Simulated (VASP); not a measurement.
Write the native input for VASP 6.6.1 that does the following.

| Item | Value |
| --- | --- |
| Task | single point |
| Functional | PBE |
| Potentials or basis | VASP PAW PBE potentials, release 64 (Cu, N) |
| Cutoff | 600 eV |
| k mesh | 6 × 6 × 6 |
| Occupations | fermi-dirac, width 0.02 eV |
| Spin | no spin polarisation |
| Dipole correction | no |
| Further INCAR settings | ALGO = Normal; EDIFF = 1e-06; NBANDS = 27 |

The structure of Cu3N lies in POSCAR:

```
Cu3N
1.0
    3.7893700930      0.0000000000      0.0000000000
    0.0000000000      3.7893700930      0.0000000000
    0.0000000000      0.0000000000      3.7893700930
Cu N
3 1
Direct
    0.5000000000      0.0000000000      0.0000000000
    0.0000000000      0.5000000000      0.0000000000
    0.0000000000      0.0000000000      0.5000000000
    0.0000000000      0.0000000000      0.0000000000
```

These files were run (other wordings do the same):

INCAR

```
SYSTEM = Cu3N
PREC = Accurate
ENCUT = 600
EDIFF = 1E-6
ISMEAR = -1
SIGMA = 0.02
LREAL = .FALSE.
LASPH = .TRUE.
NELM = 120
ALGO = Normal
ISIF = 2
LWAVE = .FALSE.
LCHARG = .TRUE.
GGA = PE
LELF = .TRUE.
LVHAR = .TRUE.
NBANDS = 27
GGA_COMPAT = .FALSE.
```

KPOINTS

```
regular mesh
0
G
  6 6 6
  0 0 0
```

Potentials or basis: VASP PAW PBE potentials, release 64 (Cu, N).

Launch:

```bash
$ cat potpaw_PBE.64/Cu/POTCAR potpaw_PBE.64/N/POTCAR > POTCAR
$ mpirun -np 1 vasp_std > vasp.out
```

It gave:

The pressure is 4.7 GPa. The band gap on the k mesh is 0.14 eV (least direct gap 0.69 eV).

Caveat: the cell stands under pressure; semilocal functionals underestimate gaps, and a narrow one can read as zero.

Run time: 22 s on 1 thread of Intel(R) Xeon(R) Platinum 8488C (Sapphire Rapids) (shared host), peak memory 0.18 GiB.
